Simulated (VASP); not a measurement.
Write the native input for VASP 6.6.1 that does the following.

- Task: relaxation of cell and atoms
- Functional: PBE
- Potentials or basis: VASP PAW PBE potentials, release 64 (Li_sv, Sb)
- Cutoff: 750 eV
- k mesh: 5 × 5 × 5
- Occupations: methfessel-paxton, width 0.02 eV
- Spin: no spin polarisation
- Target pressure: 10 GPa
- Dipole correction: no
- Further INCAR settings: ALGO = Normal; EDIFF = 1e-07; IBRION = 2; EDIFFG = -0.01; NSW = 80; ISIF = 3

The structure of LiSb3 lies in POSCAR:

```
LiSb3
1.0
    0.0000000000      3.7150000000      3.7150000000
    3.7150000000      0.0000000000      3.7150000000
    3.7150000000      3.7150000000      0.0000000000
Li Sb
1 3
Direct
    0.0000000000      0.0000000000      0.0000000000
    0.5000000000      0.5000000000      0.5000000000
    0.2500000000      0.2500000000      0.2500000000
    0.7500000000      0.7500000000      0.7500000000
```

These files were run (other wordings do the same):

INCAR

```
PREC = Accurate
ENCUT = 750
EDIFF = 1E-7
ISMEAR = 1
SIGMA = 0.02
LREAL = F
LASPH = T
NELM = 120
ALGO = Normal
ISIF = 3
LWAVE = F
LCHARG = F
GGA = PE
IBRION = 2
NSW = 80
EDIFFG = -0.01
PSTRESS = 100.0
GGA_COMPAT = F
NELMIN = 4
```

KPOINTS

```
regular mesh
0
Gamma
  5 5 5
```

Potentials or basis: VASP PAW PBE potentials, release 64 (Li_sv, Sb).

Run with:

```sh
$ cat potpaw_PBE.64/Li_sv/POTCAR potpaw_PBE.64/Sb/POTCAR > POTCAR
$ mpirun -np 1 vasp_std > vasp.out
```

It gave:

* Relaxed volume: 22.28 Å³/atom
* Relaxed cell: a = 5.014 Å, b = 5.014 Å, c = 5.014 Å, α = 60.00°, β = 60.00°, γ = 60.00°
* Space group after relaxing (to 0.1 Å): Fm-3m (No. 225)
* Energy change on relaxing (the run minimises the enthalpy): +97.0 meV/atom
* Ionic steps: 3
* Pressure after relaxing: 9.9 GPa
* Band gap on the k mesh: zero (bands 9 and 10 overlap by 3.61 eV)

Caveat: the cell is relaxed towards a set pressure, so the run minimises the enthalpy, not the energy; spin-orbit coupling is left out, which moves the levels of the heavy elements.

Run time: 3.1 min on 1 thread of Intel Xeon 8259CL (shared host), peak memory 0.33 GiB.
